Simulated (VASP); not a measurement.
Crystal: Ga3AsP2.

```
Ga P As
1.0
    -1.91717    1.91717    8.13384
     1.91717   -1.91717    8.13384
     1.91717    1.91717   -8.13384
Ga P As
3 2 1
Direct
  0.00000 0.00000 0.00000
  0.66667 0.66667 0.00000
  0.33333 0.33333 0.00000
  0.58333 0.08333 0.50000
  0.91667 0.41667 0.50000
  0.25000 0.75000 0.50000
```

- Program: VASP 6.6.1
- Task: relaxation of cell and atoms
- Functional: PBE
- Potentials or basis: VASP PAW PBE potentials, release 64 (Ga_d, P, As)
- Cutoff: 600 eV
- k mesh: 6 × 6 × 6
- Occupations: gaussian, width 0.1 eV
- Spin: no spin polarisation

At the start: pressure 7.9 GPa; volume 19.93 Å³/atom.

Task: Where does the relaxation end?

Result: Over 7 steps the energy falls by 52.3 meV/atom and the volume is 21.80 Å³/atom (+9.4 %); space group I-4m2 (No. 119, to 0.1 Å) before and after.

Step by step:
```
step  energy change (eV)  largest force (eV/Å)  pressure (GPa)  volume (Å³)
   1              0.0000                0.9320            7.91       119.58
   2             -0.2338                0.2372           -3.14       137.43
   3             -0.2938                0.3416           -0.29       131.35
   4             -0.3057                0.1734           -0.14       130.99
   5             -0.3120                0.1471            0.15       130.43
   6             -0.3120                0.1491            0.13       130.47
   7             -0.3139                0.0150           -0.03       130.77
```

Final structure:
```yaml
crystal:
  lattice:
    - [-1.97646, 1.97646, 8.36914]
    - [1.97646, -1.97646, 8.36914]
    - [1.97646, 1.97646, -8.36914]
  atoms:
    - { symbol: Ga, position: [0.00000, 0.00000, 0.00000] }
    - { symbol: Ga, position: [0.66243, 0.66243, 0.00000] }
    - { symbol: Ga, position: [0.33757, 0.33757, 0.00000] }
    - { symbol: P, position: [0.58132, 0.08132, 0.50000] }
    - { symbol: P, position: [0.91868, 0.41868, 0.50000] }
    - { symbol: As, position: [0.25000, 0.75000, 0.50000] }
```
